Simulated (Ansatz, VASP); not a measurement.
**One calculation of YbB2, two programs**

Contents of INCAR:

```
PREC = Accurate
ENCUT = 520
EDIFF = 1E-6
ISMEAR = -1
SIGMA = 0.05
LREAL = F
LASPH = T
NELM = 150
ALGO = Normal
ISIF = 2
LWAVE = F
LCHARG = T
ISPIN = 2
MAGMOM = 0.2 0 0
LORBIT = 11
NUPDOWN = 0.2
LMAXMIX = 6
GGA = PE
LELF = T
LVHAR = T
NBANDS = 26
```

Contents of KPOINTS:

```
regular mesh
0
Gamma
  8 8 6
```

The input POSCAR:

```
YbB2
1.0
    3.2503000000      0.0000000000      0.0000000000
   -1.6251500000      2.8148423699      0.0000000000
    0.0000000000      0.0000000000      3.7315000000
Yb B
1 2
Direct
    0.0000000000      0.0000000000      0.0000000000
    0.6666666667      0.3333333333      0.5000000000
    0.3333333333      0.6666666667      0.5000000000
```

File input.yaml:

```yaml
crystal:
  lattice:
    - [3.2503, 0.0, 0.0]
    - [-1.62515, 2.8148423699, 0.0]
    - [0.0, 0.0, 3.7315]
  atoms:
    - { symbol: Yb, position: [0.0, 0.0, 0.0], spin: 0.2 }
    - { symbol: B, position: [0.6666666667, 0.3333333333, 0.5] }
    - { symbol: B, position: [0.3333333333, 0.6666666667, 0.5] }
hamiltonian:
  xc: pbe
  pseudopotentials: { kind: paw }
magnetization:
  spin_polarized: true
  initial_magnetization: 0.2
  spin_locking: { lock_magnetization: hard }
kpoints:
  mp_grid: { grid: [8, 8, 6] }
scf:
  occupations: { method: fermi_dirac, width: 0.05 }
  lower_state_search: "off"
output:
  forces: true
  stress: true
  eigenvalues: true
```

Alike in both runs: task single point; functional PBE; k mesh 8 × 8 × 6; occupations fermi-dirac, width 0.05 eV; collinear spin; fixed moment 0.2 μB.

```csv
,VASP,Ansatz
version,VASP 6.6.1,Ansatz 0.2.0
potentials or method,"VASP PAW PBE potentials, release 64 (Yb, B)",Ansatz PAW
plane-wave cutoff (eV),520,420
valence electrons in the cell,30,30
```

|  | VASP | Ansatz | Ansatz less VASP |
| --- | --- | --- | --- |
| pressure (GPa) | 3.4 | 2.3 | -1.03 |
| traceless stress, the component that is largest in VASP (GPa) | 5.64 | 5.52 | -0.129 |
| net moment per atom (μB) | 0.07 | 0.07 | 0.000 |
| size of the moment on the site where the two differ most (μB) | 0.18 | 0.18 | +0.004 |

Site moments also hang on the region over which each program counts them. With one functional, cell and mesh, what is left measures potentials, basis and numerics.

Neither program's run includes spin-orbit coupling.
